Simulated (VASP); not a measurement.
Write the native input for VASP 6.6.1 that does the following.

```yaml
Task: relaxation of cell and atoms
Functional: PBE
Potentials_or_basis: VASP PAW PBE potentials, release 64 (Mg, Cd, Se)
Cutoff: 600 eV
k_mesh: 12 × 12 × 12
Occupations: gaussian, width 0.02 eV
Spin: no spin polarisation
Dipole_correction: no
Further_INCAR_settings: ALGO = Normal; EDIFF = 1e-07; IBRION = 2; EDIFFG = -0.005; NSW = 100; ISIF = 3
```

The structure of MgCdSe2 lies in POSCAR:

```
MgCdSe2
1.0
    1.9897740167      1.1487965642      6.4920307366
   -1.9897740167      1.1487965642      6.4920307366
    0.0000000000     -2.2975931283      6.4920307366
Mg Cd Se
1 1 2
Direct
    0.5000000000      0.5000000000      0.5000000000
    0.0000000000      0.0000000000      0.0000000000
    0.2465939167      0.2465939167      0.2465939167
    0.7534060833      0.7534060833      0.7534060833
```

The input as run:

INCAR

```
PREC     = Accurate       # precision mode
ENCUT    = 600            # plane-wave cutoff, eV
EDIFF    = 1E-7           # SCF threshold, eV
ISMEAR   = 0              # smearing method
SIGMA    = 0.02           # smearing width, eV
LREAL    = F              # projectors in reciprocal space
LASPH    = T              # aspherical terms in the spheres
NELM     = 100            # most SCF steps
ALGO     = Normal         # electronic algorithm
ISIF     = 3              # what is computed and relaxed
LWAVE    = F              # write WAVECAR
LCHARG   = F              # write CHGCAR
GGA      = PE             # functional
IBRION   = 2              # ionic algorithm
NSW      = 100            # ionic steps
EDIFFG   = -0.005         # ionic threshold
```

KPOINTS

```
Automatic mesh
0
Gamma
  12 12 12
```

Potentials or basis: VASP PAW PBE potentials, release 64 (Mg, Cd, Se).

Run with:

```bash
$ cat potpaw_PBE.64/Mg/POTCAR potpaw_PBE.64/Cd/POTCAR potpaw_PBE.64/Se/POTCAR > POTCAR
$ mpirun -np 1 vasp_std > vasp.out
```

It gave:

| Quantity | Value |
| --- | --- |
| Relaxed volume | 22.35 Å³/atom |
| Relaxed cell | a = 6.898 Å, b = 6.898 Å, c = 6.898 Å, α = 33.57°, β = 33.57°, γ = 33.57° |
| Space group after relaxing (to 0.1 Å) | R-3m (No. 166) |
| Energy gained by relaxing | 0.2 meV/atom |
| Ionic steps | 5 |
| Pressure after relaxing | 0.0 GPa |
| Band gap on the k mesh | 0.57 eV (least direct gap 0.78 eV) |

Run time: 27 min on 1 thread of Intel(R) Xeon(R) Platinum 8488C (Sapphire Rapids), on a shared host, peak memory 0.77 GiB.
